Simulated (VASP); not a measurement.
# BaZrO3 (Pm-3m) in VASP: notebook

Runs on BaZrO3. Level: PBE. Tasks: single point.

Program: VASP 6.6.1. These are calculated values, not measurements. Logs are shortened: lines on timing, memory, paths and dates and some standing lists are left out, and cuts for length are marked.

## 1. The cell of the first run

Symmetry: Pm-3m, No. 221, cubic system. The conventional cell has a = 4.246 Å, b = 4.246 Å, c = 4.246 Å, α = 90.00°, β = 90.00°, γ = 90.00°. Within 4.0 Å of Ba (site symmetry m-3m) lie 12 O at 3.00 Å and 8 Zr at 3.68 Å. Within 2.8 Å of Zr (site symmetry m-3m) lie 6 O at 2.12 Å. O (site symmetry 4/mmm) has 2 Zr at 2.12 Å within 2.8 Å.

## 2. Single point, PBE

INCAR

```
SYSTEM = BaZrO3
PREC     = Accurate       ! precision mode
ENCUT    = 520            ! plane-wave cutoff, eV
EDIFF    = 1E-7           ! SCF threshold, eV
ISMEAR   = 0              ! smearing method
SIGMA    = 0.01           ! smearing width, eV
LREAL    = .False.        ! projectors in reciprocal space
LASPH    = .True.         ! aspherical terms in the spheres
NELM     = 80             ! most SCF steps
ALGO     = Normal         ! electronic algorithm
ISIF     = 2              ! what is computed and relaxed
LWAVE    = .False.        ! write WAVECAR
LCHARG   = .False.        ! write CHGCAR
GGA      = PE             ! functional
NBANDS   = 28             ! bands
```

KPOINTS

```
regular mesh
0
Gamma
  6 6 6
  0 0 0
```

POSCAR

```
BaZrO3
1.0
    4.2464955356      0.0000000000      0.0000000000
    0.0000000000      4.2464955356      0.0000000000
    0.0000000000      0.0000000000      4.2464955356
Ba Zr O
1 1 3
Direct
    0.0000000000      0.0000000000      0.0000000000
    0.5000000000      0.5000000000      0.5000000000
    0.0000000000      0.5000000000      0.5000000000
    0.5000000000      0.0000000000      0.5000000000
    0.5000000000      0.5000000000      0.0000000000
```

Potentials or basis: VASP PAW PBE potentials, release 64 (Ba_sv, Zr_sv, O).

The run is started by

```console
> cat potpaw_PBE.64/Ba_sv/POTCAR potpaw_PBE.64/Zr_sv/POTCAR potpaw_PBE.64/O/POTCAR > POTCAR
> mpirun -np 1 vasp_std > vasp.out
```

OUTCAR:

```text
SYSTEM = BaZrO3
   PREC = Accurate
   ENCUT = 520
   EDIFF = 1E-7
   ISMEAR = 0
   LREAL = .False.
   LASPH = .True.
   NELM = 80
   ISIF = 2
   GGA = PE

 ion  position               nearest neighbor table
   1  0.000  0.000  0.000-   3 3.00   4 3.00   5 3.00   3 3.00   4 3.00   3 3.00   5 3.00   3 3.00
                             4 3.00   5 3.00   4 3.00   5 3.00   2 3.68   2 3.68   2 3.68   2 3.68
   2  0.500  0.500  0.500-   3 2.12   4 2.12   5 2.12   5 2.12   4 2.12   3 2.12   1 3.68   1 3.68
                             1 3.68   1 3.68   1 3.68   1 3.68   1 3.68   1 3.68
   3  0.000  0.500  0.500-   2 2.12   2 2.12   1 3.00   1 3.00   1 3.00   1 3.00
   4  0.500  0.000  0.500-   2 2.12   2 2.12   1 3.00   1 3.00   1 3.00   1 3.00
   5  0.500  0.500  0.000-   2 2.12   2 2.12   1 3.00   1 3.00   1 3.00   1 3.00

  LATTYP: Found a simple cubic cell.
 ALAT       =     4.2464955356

  Lattice vectors:

 A1 = (   4.2464955356,   0.0000000000,   0.0000000000)
 A2 = (   0.0000000000,   4.2464955356,   0.0000000000)
 A3 = (   0.0000000000,   0.0000000000,   4.2464955356)

Analysis of symmetry for initial positions (statically):
=====================================================================
 Subroutine PRICEL returns:
 Original cell was already a primitive cell.

 Routine SETGRP: Setting up the symmetry group for a
 simple cubic supercell.

 Subroutine GETGRP returns: Found 48 space group operations
 (whereof 48 operations were pure point group operations)
 out of a pool of 48 trial point group operations.

The static configuration has the point symmetry O_h .

Analysis of symmetry for dynamics (positions and initial velocities):
=====================================================================
 Subroutine PRICEL returns:
 Original cell was already a primitive cell.

 Routine SETGRP: Setting up the symmetry group for a
 simple cubic supercell.

 Subroutine GETGRP returns: Found 48 space group operations
 (whereof 48 operations were pure point group operations)
 out of a pool of 48 trial point group operations.

The dynamic configuration has the point symmetry O_h .

 Subroutine INISYM returns: Found 48 space group operations
 (whereof 48 operations are pure point group operations),
 and found     1 'primitive' translations

----------------------------------------------------------------------------------------

                                     Primitive cell

  volume of cell :      76.5759
[... 91 lines left out ...]
   LREAL  =      F    real-space projection
   EDIFFG = 0.1E-05   stopping-criterion for IOM
   NSW    =      0    number of steps for IOM
   IBRION =     -1    ionic relax: 0-MD 1-quasi-New 2-CG
   NFREE  =      0    steps in history (QN), initial steepest desc. (CG)
   ISIF   =      2    stress and relaxation
   ISYM   =      2    0-nonsym 1-usesym 2-fastsym
   POTIM  = 0.5000    time-step for ionic-motion
   TEBEG  =    0.0;   TEEND  =   0.0 temperature during run
   PSTRESS=    0.0 pullay stress
   NELECT =      40.0000    total number of electrons
   NUPDOWN=      -1.0000    fix difference up-down
   EMIN   =  10.00;   EMAX   =-10.00  energy-range for DOS
   EFERMI =   0.00;   METHOD = LEGACY
   ISMEAR =     0;   SIGMA  =   0.01  broadening in eV -4-tet -1-fermi 0-gaus
   EFERMI_NEDOS =   21; number of points for ismear=-14 and -15
   IALGO  =     38    algorithm
   IMIX   =      4    mixing-type and parameters
     AMIX     =   0.40;   BMIX     =  1.00
     AMIX_MAG =   1.60;   BMIX_MAG =  1.00
  volume/ion in A,a.u.               =      15.32       103.35
  Fermi-wavevector in a.u.,A,eV,Ry     =   1.318451  2.491512 23.651202  1.738314
  Thomas-Fermi vector in A             =   2.448420
   LORBIT       =      0    0 simple, 1 ext, 2 COOP (PROOUT), +10 PAW based schemes
   GGA     = PE    functional components
   LHFCALC =     F    Hartree Fock is set to
   AEXX    =    0.0000 exact exchange contribution
   IVDW    =     0    specifies the selected vdW correction
   LEPSILON=     F    determine dielectric tensor
   LRPA    =     F    only Hartree local field effects (RPA)
 non-spin polarized calculation
 Gauss-broadening in eV      SIGMA  =   0.01
  energy-cutoff  :      520.00
  volume of cell :       76.58
 maximum number of plane-waves:      2103
 NGX is ok and might be reduce to    32
   NGX = 15   NGY = 15   NGZ = 15

 number of electron      39.9999982 magnetization

 Free energy of the ion-electron system (eV)
  ---------------------------------------------------
  ext. energy  EPLUGINS =         0.00000000
  ---------------------------------------------------
  free energy    TOTEN  =       -41.72388162 eV

  energy without entropy =      -41.72388162  energy(sigma->0) =      -41.72388162

 E-fermi :   3.5962     XC(G=0): -10.5744

 val. band max:        3.5136977485   @ k =   0.5000   0.5000   0.5000
 cond. band min:       6.6150762123   @ k =   0.0000   0.0000   0.0000
 fundamental gap:      3.1013784638
 Fermi energy:         3.5961784111

 k-point     1 :       0.0000    0.0000    0.0000
  band No.  band energies     occupation
      1     -43.7503      2.00000
      2     -21.9248      2.00000
      3     -21.8601      2.00000
      4     -21.8601      2.00000
      5     -21.8601      2.00000
      6     -12.7886      2.00000
[... 609 lines left out ...]
     27      12.4017      0.00000
     28      12.4017      0.00000

------------------------ aborting loop because EDIFF is reached ----------------------------------------

  FORCE on cell =-STRESS in cart. coord.  units (eV):
  Direction    XX          YY          ZZ          XY          YZ          ZX
  --------------------------------------------------------------------------------------
  -------------------------------------------------------------------------------------
  Total       -0.5228028     -0.5228028     -0.5228028     -0.0000000      0.0000000      0.0000000
  in kB      -10.9384666    -10.9384666    -10.9384666     -0.0000000      0.0000000      0.0000000
  external PRESSURE =     -10.9384666 kB  Pullay stress =       0.0000000 kB

 VOLUME and BASIS-vectors are now :
 -----------------------------------------------------------------------------
  energy-cutoff  :      520.00
  volume of cell :       76.58
      direct lattice vectors                 reciprocal lattice vectors
     4.246495536  0.000000000  0.000000000     0.235488297  0.000000000  0.000000000
     0.000000000  4.246495536  0.000000000     0.000000000  0.235488297  0.000000000
     0.000000000  0.000000000  4.246495536     0.000000000  0.000000000  0.235488297

 POSITION                                       TOTAL-FORCE (eV/Angst)
 -----------------------------------------------------------------------------------
      0.00000      0.00000      0.00000         0.000000      0.000000      0.000000
      2.12325      2.12325      2.12325         0.000000      0.000000      0.000000
      0.00000      2.12325      2.12325         0.000000      0.000000      0.000000
      2.12325      0.00000      2.12325         0.000000      0.000000      0.000000
      2.12325      2.12325      0.00000         0.000000      0.000000      0.000000
 -----------------------------------------------------------------------------------
    total drift:                                0.000000     -0.000000     -0.000000

  FREE ENERGIE OF THE ION-ELECTRON SYSTEM (eV)
  ---------------------------------------------------
  free  energy   TOTEN  =       -41.7238816175 eV

  energy  without entropy=      -41.7238816175  energy(sigma->0) =      -41.72388162
```

Run time: 16 s. Hardware: 1 thread of AMD EPYC 9R45 (Zen 5), shared host; peak memory 0.17 GiB.

Results:

- Free energy: -41.7239 eV
- Pressure: -1.1 GPa
- Band gap on the k mesh: 3.10 eV, indirect (least direct gap 3.37 eV)

Caveat: spin-orbit coupling is left out, which moves the levels of the heavy elements.

## 3. Single point, PBE

This run uses another cell than the first one, of 15.61 Å³/atom, 1.019 times its volume.

INCAR

```
  PREC = Accurate
  ENCUT = 520
  EDIFF = 1E-6
  ISMEAR = 0
  SIGMA = 0.01
  LREAL = F
  LASPH = T
  NELM = 80
  ALGO = Normal
  ISIF = 2
  LWAVE = F
  LCHARG = F
  GGA = PE
  NBANDS = 28
```

KPOINTS

```
Automatic mesh
0
Gamma
  6 6 6
```

POSCAR, as its differences from that of step 2:

```diff
@@ -2,5 +2,5 @@
 1.0
-    4.2464955356      0.0000000000      0.0000000000
-    0.0000000000      4.2464955356      0.0000000000
-    0.0000000000      0.0000000000      4.2464955356
+    4.2735440071      0.0000000000      0.0000000000
+    0.0000000000      4.2735440071      0.0000000000
+    0.0000000000      0.0000000000      4.2735440071
 Ba Zr O
```

Potentials or basis: VASP PAW PBE potentials, release 64 (Ba_sv, Zr_sv, O).

The run is started by

```console
> cat potpaw_PBE.64/Ba_sv/POTCAR potpaw_PBE.64/Zr_sv/POTCAR potpaw_PBE.64/O/POTCAR > POTCAR
> mpirun -np 1 vasp_std > vasp.out
```

Run time: 15 s. Hardware: 1 thread of AMD EPYC 9R45 (Zen 5), shared host; peak memory 0.17 GiB.

Results (log left out):

```
Free energy            : -41.7030 eV
Pressure               : -3.7 GPa
Band gap on the k mesh : 3.06 eV, indirect (least direct gap 3.34 eV)
```

Levels at points of the mesh, in eV from the valence-band top:
```
           k point  band 17  band 18  band 19  band 20  band 21  band 22  band 23  band 24
(0.00, 0.00, 0.00)    -0.90    -0.28    -0.28    -0.28     3.06     3.06     3.06     4.58
(0.50, 0.00, 0.00)    -1.65    -1.53    -0.52    -0.52     3.45     5.33     5.33     6.22
(0.50, 0.50, 0.00)    -0.93    -0.93    -0.92    -0.07     5.31     5.31     6.11     6.14
(0.50, 0.50, 0.50)    -2.50     0.00     0.00     0.00     5.76     5.76     5.76     6.50
```

Caveat: spin-orbit coupling is left out, which moves the levels of the heavy elements.
